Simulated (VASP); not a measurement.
The system is HfAl3N.

```xyz
5
Lattice="4.9254 0.0000 0.0000 -2.4627 4.2655 0.0000 0.0000 0.0000 4.4723" Properties=species:S:1:pos:R:3 pbc="T T T"
Hf    0.0000    0.0000    2.2361
Al    2.6224    0.0000    2.2361
Al   -1.3112    2.2710    2.2361
Al    1.1515    1.9945    2.2361
N     0.0000    0.0000    0.0000
```

The cell was built from a structure type or drawn by symmetry, and may not be a known phase.

```yaml
Program: VASP 6.6.1
Task: relaxation of cell and atoms
Functional: PBE
Potentials_or_basis: VASP PAW PBE potentials, release 64 (Hf_pv, Al, N)
Cutoff: 600 eV
k_mesh: 6 × 6 × 4
Occupations: gaussian, width 0.1 eV
Spin: no spin polarisation
```

At the start: pressure 26.5 GPa; volume 18.79 Å³/atom.

Q: How do energy, volume and symmetry change on relaxing?

A: Over 9 steps the energy falls by 925.4 meV/atom and the volume is 23.14 Å³/atom (+23.1 %); space group P-62m (No. 189, to 0.1 Å) before, P6/mmm (No. 191, to 0.1 Å).

The path:
| step | energy change (eV) | largest force (eV/Å) | pressure (GPa) | volume (Å³) |
| --- | --- | --- | --- | --- |
| 1 | 0.0000 | 3.3465 | 26.51 | 93.96 |
| 2 | -3.6997 | 0.0052 | -6.49 | 137.89 |
| 3 | -4.5522 | 0.3482 | -2.62 | 120.57 |
| 4 | -4.5529 | 0.3706 | -2.38 | 120.03 |
| 5 | -4.5514 | 0.3936 | -2.13 | 119.50 |
| 6 | -4.5988 | 0.2925 | 1.11 | 114.46 |
| 7 | -4.6045 | 0.3176 | 0.27 | 115.65 |
| 8 | -4.6171 | 0.2109 | 0.19 | 115.66 |
| 9 | -4.6269 | 0.0008 | 0.10 | 115.68 |

Final structure:
```xyz
5
Lattice="5.6749 0.0000 0.0000 -2.8374 4.9146 0.0000 0.0000 0.0000 4.1477" Properties=species:S:1:pos:R:3 pbc="T T T"
Hf    0.0000    0.0000    2.0739
Al    2.8373    0.0000    2.0739
Al   -1.4187    2.4572    2.0739
Al    1.4188    2.4574    2.0739
N     0.0000    0.0000    0.0000
```

Caveat: the volume moved by over 15 % at a fixed basis, so the end points are rough.
